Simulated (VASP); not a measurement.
# Pt (P6_3/mmc) in VASP: notebook

The runs below take Pt through single point, with PBEsol.

Everything below comes from runs of VASP 6.6.1. Logs are shortened: lines on timing, memory, paths and dates and some standing lists are left out, and cuts for length are marked.

## (1) The cell of the first run

Symmetry: P6_3/mmc, No. 194, hexagonal system. Conventional cell: a = 2.861 Å, b = 2.861 Å, c = 4.824 Å, α = 90.00°, β = 90.00°, γ = 120.00°. Pt (site symmetry -6m2) has 12 Pt at 2.86 to 2.92 Å within 3.8 Å.

This isn't the form of Pt at room conditions, which is fcc.

## (2) Single point, PBEsol (strain +0.050 along x and y, +0.025 along z)

Contents of INCAR:

```
SYSTEM = Pt
PREC     = Accurate       ! precision mode
ENCUT    = 520            ! plane-wave cutoff, eV
EDIFF    = 1E-6           ! SCF threshold, eV
ISMEAR   = 0              ! smearing method
SIGMA    = 0.15           ! smearing width, eV
LREAL    = .FALSE.        ! projectors in reciprocal space
LASPH    = .TRUE.         ! aspherical terms in the spheres
NELM     = 100            ! most SCF steps
ALGO     = Fast           ! electronic algorithm
ISIF     = 2              ! what is computed and relaxed
LWAVE    = .FALSE.        ! write WAVECAR
LCHARG   = .FALSE.        ! write CHGCAR
GGA      = PS             ! functional
NBANDS   = 17             ! bands
```

Contents of KPOINTS:

```
regular mesh
0
G
  24 24 14
  0 0 0
```

Contents of POSCAR:

```
Pt
1.0
    2.8614281013      0.0000000000      0.0000000000
   -1.4307140507      2.4780694268      0.0000000000
    0.0000000000      0.0000000000      4.8244757716
Pt
2
Direct
    0.6666666667      0.3333333333      0.7500000000
    0.3333333333      0.6666666667      0.2500000000
```

Potentials or basis: VASP PAW PBE potentials, release 64 (Pt).

Started as:

```bash
cat potpaw_PBE.64/Pt/POTCAR > POTCAR
mpirun -np 1 vasp_std > vasp.out
```

OUTCAR:

```text
SYSTEM = Pt
   PREC = Accurate
   ENCUT = 520
   EDIFF = 1E-6
   ISMEAR = 0
   LREAL = .FALSE.
   LASPH = .TRUE.
   NELM = 100
   ISIF = 2
   GGA = PS

 ion  position               nearest neighbor table
   1  0.667  0.333  0.750-   2 2.92   2 2.92   2 2.92   2 2.92   2 2.92   2 2.92
   2  0.333  0.667  0.250-   1 2.92   1 2.92   1 2.92   1 2.92   1 2.92   1 2.92

  LATTYP: Found a hexagonal cell.
 ALAT       =     2.8614281013
 C/A-ratio  =     1.6860377409

  Lattice vectors:

 A1 = (   2.8614281013,   0.0000000000,   0.0000000000)
 A2 = (  -1.4307140507,   2.4780694268,   0.0000000000)
 A3 = (   0.0000000000,   0.0000000000,   4.8244757716)

Analysis of symmetry for initial positions (statically):
=====================================================================
 Subroutine PRICEL returns:
 Original cell was already a primitive cell.

 Routine SETGRP: Setting up the symmetry group for a
 hexagonal supercell.

 Subroutine GETGRP returns: Found 24 space group operations
 (whereof 12 operations were pure point group operations)
 out of a pool of 24 trial point group operations.

The static configuration has the point symmetry D_3d.
 The point group associated with its full space group is D_6h.

Analysis of symmetry for dynamics (positions and initial velocities):
=====================================================================
 Subroutine PRICEL returns:
 Original cell was already a primitive cell.

 Routine SETGRP: Setting up the symmetry group for a
 hexagonal supercell.

 Subroutine GETGRP returns: Found 24 space group operations
 (whereof 12 operations were pure point group operations)
 out of a pool of 24 trial point group operations.

The dynamic configuration has the point symmetry D_3d.
 The point group associated with its full space group is D_6h.

 Subroutine INISYM returns: Found 24 space group operations
 (whereof 12 operations are pure point group operations),
 and found     1 'primitive' translations

----------------------------------------------------------------------------------------

                                     Primitive cell

  volume of cell :      34.2095

  direct lattice vectors                    reciprocal lattice vectors
     2.861428101  0.000000000  0.000000000     0.349475844  0.201769972  0.000000000
    -1.430714051  2.478069427  0.000000000     0.000000000  0.403539945  0.000000000
     0.000000000  0.000000000  4.824475772     0.000000000  0.000000000  0.207276406

[... 83 lines left out ...]
   EDIFF  = 0.1E-05   stopping-criterion for ELM
   LREAL  =      F    real-space projection
   EDIFFG = 0.1E-04   stopping-criterion for IOM
   NSW    =      0    number of steps for IOM
   IBRION =     -1    ionic relax: 0-MD 1-quasi-New 2-CG
   NFREE  =      0    steps in history (QN), initial steepest desc. (CG)
   ISIF   =      2    stress and relaxation
   ISYM   =      2    0-nonsym 1-usesym 2-fastsym
   POTIM  = 0.5000    time-step for ionic-motion
   TEBEG  =    0.0;   TEEND  =   0.0 temperature during run
   PSTRESS=    0.0 pullay stress
   NELECT =      20.0000    total number of electrons
   NUPDOWN=      -1.0000    fix difference up-down
   EMIN   =  10.00;   EMAX   =-10.00  energy-range for DOS
   EFERMI =   0.00;   METHOD = LEGACY
   ISMEAR =     0;   SIGMA  =   0.15  broadening in eV -4-tet -1-fermi 0-gaus
   EFERMI_NEDOS =   21; number of points for ismear=-14 and -15
   IALGO  =     68    algorithm
   IMIX   =      4    mixing-type and parameters
     AMIX     =   0.40;   BMIX     =  1.00
     AMIX_MAG =   1.60;   BMIX_MAG =  1.00
  volume/ion in A,a.u.               =      17.10       115.43
  Fermi-wavevector in a.u.,A,eV,Ry     =   1.368893  2.586832 25.495505  1.873867
  Thomas-Fermi vector in A             =   2.494816
   LORBIT       =      0    0 simple, 1 ext, 2 COOP (PROOUT), +10 PAW based schemes
   GGA     = PS    functional components
   LHFCALC =     F    Hartree Fock is set to
   AEXX    =    0.0000 exact exchange contribution
   IVDW    =     0    specifies the selected vdW correction
   LEPSILON=     F    determine dielectric tensor
   LRPA    =     F    only Hartree local field effects (RPA)
 non-spin polarized calculation
 RMM-DIIS sequential band-by-band and
 Gauss-broadening in eV      SIGMA  =   0.15
  energy-cutoff  :      520.00
  volume of cell :       34.21
 maximum number of plane-waves:       942
 NGX is ok and might be reduce to    24
   NGX = 11   NGY = 11   NGZ = 17

 number of electron      20.0000002 magnetization

 Free energy of the ion-electron system (eV)
  ---------------------------------------------------
  ext. energy  EPLUGINS =         0.00000000
  ---------------------------------------------------
  free energy    TOTEN  =       -13.45849837 eV

  energy without entropy =      -13.40399754  energy(sigma->0) =      -13.43124796

 E-fermi :   8.8163     XC(G=0): -12.8904

 val. band max:        8.8161703095   @ k =   0.3750   0.0833   0.1429
 cond. band min:       8.8172907686   @ k =   0.5000   0.0000   0.0714
 fundamental gap:      0.0011204591
 Fermi energy:         8.8162831973

 k-point     1 :       0.0000    0.0000    0.0000
  band No.  band energies     occupation
      1      -0.1179      2.00000
      2       2.5803      2.00000
      3       5.5307      2.00000
      4       5.8312      2.00000
      5       5.8312      2.00000
      6       6.1889      2.00000
[... 457 lines left out ...]
      4       5.9087      2.00000
      5       5.9885      2.00000
      6       6.2770      2.00000
[... 9 lines left out ...]
     16      20.1022      0.00000
     17      21.9045      0.00000

 [... further k-points ...]

------------------------ aborting loop because EDIFF is reached ----------------------------------------

  FORCE on cell =-STRESS in cart. coord.  units (eV):
  Direction    XX          YY          ZZ          XY          YZ          ZX
  --------------------------------------------------------------------------------------
  -------------------------------------------------------------------------------------
  Total       -5.6748856     -5.6748856     -4.7804581      0.0000000      0.0000000      0.0000000
  in kB     -265.7793632   -265.7793632   -223.8894649      0.0000000      0.0000000      0.0000000
  external PRESSURE =    -251.8160638 kB  Pullay stress =       0.0000000 kB

 VOLUME and BASIS-vectors are now :
 -----------------------------------------------------------------------------
  energy-cutoff  :      520.00
  volume of cell :       34.21
      direct lattice vectors                 reciprocal lattice vectors
     2.861428101  0.000000000  0.000000000     0.349475844  0.201769972  0.000000000
    -1.430714051  2.478069427  0.000000000     0.000000000  0.403539945  0.000000000
     0.000000000  0.000000000  4.824475772     0.000000000  0.000000000  0.207276406

 POSITION                                       TOTAL-FORCE (eV/Angst)
 -----------------------------------------------------------------------------------
      1.43071      0.82602      3.61836        -0.000000      0.000000      0.000000
     -0.00000      1.65205      1.20612         0.000000     -0.000000      0.000000
 -----------------------------------------------------------------------------------
    total drift:                               -0.000000      0.000000     -0.000000

  FREE ENERGIE OF THE ION-ELECTRON SYSTEM (eV)
  ---------------------------------------------------
  free  energy   TOTEN  =       -13.4584983736 eV

  energy  without entropy=      -13.4039975422  energy(sigma->0) =      -13.43124796
```

OSZICAR:

```text
N       E                     dE             d eps       ncg     rms          rms(c)
DAV:   1     0.976042908122E+02    0.97604E+02   -0.10256E+04 16592   0.112E+03
DAV:   2    -0.125105777251E+02   -0.11011E+03   -0.10429E+03 17959   0.238E+02
DAV:   3    -0.143725441292E+02   -0.18620E+01   -0.18282E+01 20344   0.304E+01
DAV:   4    -0.143823313094E+02   -0.97872E-02   -0.97839E-02 19885   0.230E+00
DAV:   5    -0.143824309444E+02   -0.99635E-04   -0.99633E-04 20527   0.246E-01    0.132E+01
RMM:   6    -0.135168484877E+02    0.86558E+00   -0.14563E+00 16631   0.877E+00    0.678E+00
RMM:   7    -0.134648796511E+02    0.51969E-01   -0.19615E-01 17189   0.321E+00    0.306E+00
RMM:   8    -0.134597323157E+02    0.51473E-02   -0.30321E-02 17307   0.131E+00    0.104E+00
RMM:   9    -0.134584589124E+02    0.12734E-02   -0.34912E-03 18237   0.432E-01    0.512E-02
RMM:  10    -0.134584992759E+02   -0.40364E-04   -0.37913E-04 18512   0.123E-01    0.660E-02
RMM:  11    -0.134584978187E+02    0.14573E-05   -0.51999E-05 18574   0.555E-02    0.235E-02
RMM:  12    -0.134584981733E+02   -0.35461E-06   -0.10453E-05 18480   0.233E-02    0.381E-03
RMM:  13    -0.134584983736E+02   -0.20033E-06   -0.19620E-06 13203   0.895E-03
   1 F= -.13458498E+02 E0= -.13431248E+02  d E =-.545008E-01
```

stdout:

```text
POSCAR found type information on POSCAR Pt
 POSCAR found :  1 types and       2 ions
 scaLAPACK will be used
 -----------------------------------------------------------------------------
|                                                                             |
|                                                                             |
|     You enforced a specific xc type in the INCAR file but a different       |
|     I HOPE YOU KNOW WHAT YOU ARE DOING!                                     |
|                                                                             |
 -----------------------------------------------------------------------------

 LDA part: xc-table for (Slater+PW92), standard interpolation
 POSCAR, INCAR and KPOINTS ok, starting setup
 FFT: planning ... GRIDC
 FFT: planning ... GRID_SOFT
 FFT: planning ... GRID
 WAVECAR not read
 entering main loop
```

It took 4.4 min on 1 thread of Intel Xeon 8259CL, shared host; peak memory 0.35 GiB.

What came out:

| Quantity | Value |
| --- | --- |
| Free energy | -13.4585 eV |
| Pressure | -25.2 GPa |
| Band gap on the k mesh | zero (bands 10 and 11 overlap by 1.06 eV) |

Caveat: the cell differs from its parent crystal (strain +0.050 along x and y, +0.025 along z); the cell stands under tension; the PAW data sets were made with another functional, which shifts forces and pressure a little; spin-orbit coupling is left out, which moves the levels of the heavy elements.

## (3) Single point, PBEsol (strain +0.050 along x and y, +0.050 along z)

Contents of INCAR:

```
PREC     = Accurate       # precision mode
ENCUT    = 520            # plane-wave cutoff, eV
EDIFF    = 1E-6           # SCF threshold, eV
ISMEAR   = 0              # smearing method
SIGMA    = 0.15           # smearing width, eV
LREAL    = F              # projectors in reciprocal space
LASPH    = T              # aspherical terms in the spheres
NELM     = 60             # most SCF steps
ALGO     = Fast           # electronic algorithm
ISIF     = 2              # what is computed and relaxed
LWAVE    = F              # write WAVECAR
LCHARG   = F              # write CHGCAR
GGA      = PS             # functional
NBANDS   = 17             # bands
```

Contents of KPOINTS:

```
Automatic mesh
0
Gamma
  24 24 14
```

Changes to POSCAR since step 2:

```diff
@@ -4,3 +4,3 @@
    -1.4307140507      2.4780694268      0.0000000000
-    0.0000000000      0.0000000000      4.8244757716
+    0.0000000000      0.0000000000      4.9421459123
 Pt
```

Potentials or basis: VASP PAW PBE potentials, release 64 (Pt).

Started as:

```bash
cat potpaw_PBE.64/Pt/POTCAR > POTCAR
mpirun -np 1 vasp_std > vasp.out
```

Run time: 5.1 min. Hardware: 1 thread of Intel Xeon 8259CL, shared host; peak memory 0.36 GiB.

The run converged. Its results:

```
Free energy            : -13.3321 eV
Pressure               : -27.9 GPa
Band gap on the k mesh : zero (bands 10 and 11 overlap by 1.05 eV)
```

Stress tensor (GPa, compression positive):
```
-28.82   0.00   0.00
  0.00 -28.82   0.00
  0.00   0.00 -26.19
```

Levels at points of the mesh, in eV from the Fermi level:
```
           k point  band 8  band 9  band 10  band 11  band 12  band 13
(0.00, 0.00, 0.00)   -1.53   -1.53    -0.29    -0.18    -0.18     4.08
(0.50, 0.00, 0.00)    0.01    0.21     0.38     2.06     3.34     6.76
(0.00, 0.00, 0.50)   -2.88   -0.67    -0.67    -0.67    -0.67    11.23
(0.50, 0.00, 0.50)   -0.65    0.31     0.31     1.73     1.73     5.67
```

Caveat: the cell differs from its parent crystal (strain +0.050 along x and y, +0.050 along z); the cell stands under tension; the PAW data sets were made with another functional, which shifts forces and pressure a little; spin-orbit coupling is left out, which moves the levels of the heavy elements.

## (4) Single point, PBEsol (strain +0.000 along x and y, +0.050 along z)

Changes to INCAR since step 3:

```diff
@@ -7,3 +7,3 @@
 LASPH    = T              # aspherical terms in the spheres
-NELM     = 60             # most SCF steps
+NELM     = 100            # most SCF steps
 ALGO     = Fast           # electronic algorithm
@@ -11,4 +11,6 @@
 LWAVE    = F              # write WAVECAR
-LCHARG   = F              # write CHGCAR
+LCHARG   = T              # write CHGCAR
 GGA      = PS             # functional
+LELF     = T              # ELF
+LVHAR    = T            
 NBANDS   = 17             # bands
```

Contents of KPOINTS:

```
regular mesh
0
Gamma
  24 24 14
```

Contents of POSCAR:

```
Pt
1.0
    2.7251696203      0.0000000000      0.0000000000
   -1.3625848102      2.3600661208      0.0000000000
    0.0000000000      0.0000000000      4.9421459123
Pt
2
Direct
    0.6666666667      0.3333333333      0.7500000000
    0.3333333333      0.6666666667      0.2500000000
```

Potentials or basis: VASP PAW PBE potentials, release 64 (Pt).

Started as:

```bash
cat potpaw_PBE.64/Pt/POTCAR > POTCAR
mpirun -np 1 vasp_std > vasp.out
```

OUTCAR:

```text
PREC = Accurate
   ENCUT = 520
   EDIFF = 1E-6
   ISMEAR = 0
   LREAL = F
   LASPH = T
   NELM = 100
   ISIF = 2
   GGA = PS

 ion  position               nearest neighbor table
   1  0.667  0.333  0.750-   2 2.93   2 2.93   2 2.93   2 2.93   2 2.93   2 2.93
   2  0.333  0.667  0.250-   1 2.93   1 2.93   1 2.93   1 2.93   1 2.93   1 2.93

  LATTYP: Found a hexagonal cell.
 ALAT       =     2.7251696203
 C/A-ratio  =     1.8135186432

  Lattice vectors:

 A1 = (   2.7251696203,   0.0000000000,   0.0000000000)
 A2 = (  -1.3625848102,   2.3600661208,   0.0000000000)
 A3 = (   0.0000000000,   0.0000000000,   4.9421459123)

Analysis of symmetry for initial positions (statically):
=====================================================================
 Subroutine PRICEL returns:
 Original cell was already a primitive cell.

 Routine SETGRP: Setting up the symmetry group for a
 hexagonal supercell.

 Subroutine GETGRP returns: Found 24 space group operations
 (whereof 12 operations were pure point group operations)
[... 163 lines left out ...]
  free energy    TOTEN  =       -13.73383422 eV

  energy without entropy =      -13.69617832  energy(sigma->0) =      -13.71500627

 E-fermi :  10.0713     XC(G=0): -13.3065

 val. band max:       10.0706123170   @ k =   0.2500   0.2083   0.5000
 cond. band min:      10.0713595399   @ k =   0.3750   0.0417   0.0714
 fundamental gap:      0.0007472228
 Fermi energy:        10.0713357198

 k-point     1 :       0.0000    0.0000    0.0000
  band No.  band energies     occupation
      1       0.3828      2.00000
      2       2.8570      2.00000
      3       5.8830      2.00000
      4       6.6488      2.00000
      5       6.6488      2.00000
      6       6.9462      2.00000
[... 457 lines left out ...]
      4       6.5917      2.00000
      5       7.0738      2.00000
      6       7.2631      2.00000
[... 9 lines left out ...]
     16      22.5362      0.00000
     17      23.1655      0.00000

 [... further k-points ...]

------------------------ aborting loop because EDIFF is reached ----------------------------------------

  FORCE on cell =-STRESS in cart. coord.  units (eV):
  Direction    XX          YY          ZZ          XY          YZ          ZX
  --------------------------------------------------------------------------------------
  -------------------------------------------------------------------------------------
  Total       -1.5375419     -1.5375419     -3.2300153      0.0000000     -0.0000000      0.0000000
  in kB      -77.5004563    -77.5004563   -162.8103047      0.0000000     -0.0000000      0.0000000
  external PRESSURE =    -105.9370725 kB  Pullay stress =       0.0000000 kB

 VOLUME and BASIS-vectors are now :
 -----------------------------------------------------------------------------
  energy-cutoff  :      520.00
  volume of cell :       31.79
      direct lattice vectors                 reciprocal lattice vectors
     2.725169620  0.000000000  0.000000000     0.366949636  0.211858471  0.000000000
    -1.362584810  2.360066121  0.000000000     0.000000000  0.423716942  0.000000000
     0.000000000  0.000000000  4.942145912     0.000000000  0.000000000  0.202341254

 POSITION                                       TOTAL-FORCE (eV/Angst)
 -----------------------------------------------------------------------------------
      1.36258      0.78669      3.70661        -0.000000     -0.000000      0.000000
     -0.00000      1.57338      1.23554         0.000000      0.000000      0.000000
 -----------------------------------------------------------------------------------
    total drift:                               -0.000000      0.000000     -0.000000

  FREE ENERGIE OF THE ION-ELECTRON SYSTEM (eV)
  ---------------------------------------------------
  free  energy   TOTEN  =       -13.7338342192 eV

  energy  without entropy=      -13.6961783223  energy(sigma->0) =      -13.71500627
```

It took 3.5 min on 1 thread of Intel Xeon 8259CL, shared host; peak memory 0.33 GiB.

Results:

```
Free energy            : -13.7338 eV
Pressure               : -10.6 GPa
Band gap on the k mesh : zero (bands 10 and 11 overlap by 1.40 eV)
```

Caveat: the cell differs from its parent crystal (strain +0.000 along x and y, +0.050 along z); the cell stands under tension; the PAW data sets were made with another functional, which shifts forces and pressure a little; spin-orbit coupling is left out, which moves the levels of the heavy elements.

## (5) Single point, PBEsol (strain +0.050 along x and y, -0.050 along z)

Contents of INCAR:

```
ALGO = Fast
EDIFF = 1E-6
ENCUT = 520
GGA = PS
ISIF = 2
ISMEAR = 0
LASPH = T
LCHARG = F
LREAL = F
LWAVE = F
NBANDS = 17
NELM = 60
PREC = Accurate
SIGMA = 0.15
```

Contents of KPOINTS:

```
k-points
0
Gamma
  24 24 14
```

Contents of POSCAR:

```
Pt
1.0
    2.8614281013      0.0000000000      0.0000000000
   -1.4307140507      2.4780694268      0.0000000000
    0.0000000000      0.0000000000      4.4714653493
Pt
2
Direct
    0.6666666667      0.3333333333      0.7500000000
    0.3333333333      0.6666666667      0.2500000000
```

Started as:

```bash
cat potpaw_PBE.64/Pt/POTCAR > POTCAR
mpirun -np 1 vasp_std > vasp.out
```

It took 3.4 min on 1 thread of Intel Xeon 8259CL, shared host; peak memory 0.33 GiB.

Results (log left out):

```
Free energy            : -13.6818 eV
Pressure               : -11.0 GPa
Band gap on the k mesh : zero (bands 10 and 11 overlap by 1.16 eV)
```

Stress tensor (GPa, compression positive):
```
-14.10   0.00   0.00
  0.00 -14.10   0.00
  0.00   0.00  -4.94
```

Levels at points of the mesh, in eV from the Fermi level:
| k point | band 6 | band 7 | band 8 | band 9 | band 10 | band 11 | band 12 | band 13 | band 14 | band 15 |
| --- | --- | --- | --- | --- | --- | --- | --- | --- | --- | --- |
| (0.00, 0.00, 0.00) | -2.84 | -2.84 | -2.54 | -2.54 | -0.31 | -0.31 | 0.01 | 5.94 | 14.54 | 17.17 |
| (0.50, 0.00, 0.00) | -2.98 | -2.55 | -0.20 | 0.17 | 0.29 | 1.94 | 3.17 | 7.68 | 9.51 | 9.89 |
| (0.00, 0.00, 0.50) | -3.57 | -3.57 | -3.57 | -0.87 | -0.87 | -0.87 | -0.87 | 13.73 | 13.73 | 15.45 |
| (0.50, 0.00, 0.50) | -2.20 | -0.95 | -0.95 | 0.03 | 0.03 | 1.58 | 1.58 | 6.04 | 6.04 | 14.94 |

Caveat: the cell differs from its parent crystal (strain +0.050 along x and y, -0.050 along z); the cell stands under tension; the PAW data sets were made with another functional, which shifts forces and pressure a little; spin-orbit coupling is left out, which moves the levels of the heavy elements.

[end of part 1 of 2]
